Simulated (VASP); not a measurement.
MgO (pbe), 2 atoms in the cell. It takes space group Fm-3m (No. 225, cubic). Conventional cell: a = 4.249 Å, b = 4.249 Å, c = 4.249 Å, α = 90.00°, β = 90.00°, γ = 90.00°. Within 2.8 Å of Mg (site symmetry m-3m) lie 6 O at 2.12 Å. Within 2.8 Å of O (site symmetry m-3m) lie 6 Mg at 2.12 Å. 

| Item | Value |
| --- | --- |
| Program | VASP 6.6.1 |
| Task | relaxation of cell and atoms |
| Functional | PBE |
| Potentials or basis | VASP PAW PBE potentials, release 64 (Mg, O) |
| Cutoff | 600 eV |
| k mesh | 10 × 10 × 10 |
| Occupations | gaussian, width 0.02 eV |
| Spin | no spin polarisation |
| Dipole correction | no |
| Further INCAR settings | ALGO = Normal; EDIFF = 1e-06; IBRION = 2; EDIFFG = -0.002; NSW = 100; ISIF = 3 |

Potentials or basis: VASP PAW PBE potentials, release 64 (Mg, O).

Launch:

```sh
$ cat potpaw_PBE.64/Mg/POTCAR potpaw_PBE.64/O/POTCAR > POTCAR
$ mpirun -np 1 vasp_std > vasp.out
```

Hardware: 1 thread of Intel(R) Xeon(R) Platinum 8259CL CPU @ 2.50GHz (Skylake/Cascade Lake), with other jobs on the host.

Question: Estimate the wall time of this run.

Answer: It took 12 s on 1 thread of Intel(R) Xeon(R) Platinum 8259CL CPU @ 2.50GHz (Skylake/Cascade Lake) (shared host), peak memory 0.15 GiB. Counts: scf iterations 20, k points 47, ion steps 3.
